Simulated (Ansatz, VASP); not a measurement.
**One calculation of Ir, two programs**

```
Ir
1.0
     1.99339    1.99339    0.00000
    -1.99339    1.99339    0.00000
     0.00000    0.00000    3.98677
Ir
2
Direct
  0.00000 0.00000 0.00000
  0.50000 0.50000 0.50000
```

Change from the starting cell: equal strain along all axes, cell held, atoms relaxed: +3.0 %.

Alike in both runs: task single point; functional PBE; k mesh 18 × 18 × 14; occupations gaussian, width 0.1 eV; no spin polarisation.

```csv
,VASP,Ansatz
version,VASP 6.6.1,Ansatz 0.2.0
potentials or method,"VASP PAW PBE potentials, release 64 (Ir), cutoff 520 eV","scalar-relativistic, plane waves, PAW"
valence electrons in the cell,18,34
```

VASP gave:

```
gap on the k mesh at the Fermi level (eV) : none
pressure (GPa)                            : -24.2
```

Q: What did Ansatz give for the same quantities?

A: gap on the k mesh at the Fermi level (eV): none; pressure (GPa): -24.6.

A gap of «none» marks a metal or a gap that the smearing closes. With one functional, cell and mesh, what is left measures potentials, basis and numerics. VASP's potentials hold 18 valence electrons a cell and Ansatz's 34, so a difference there can come from the potentials and not from the codes.

Spin-orbit coupling is off throughout.
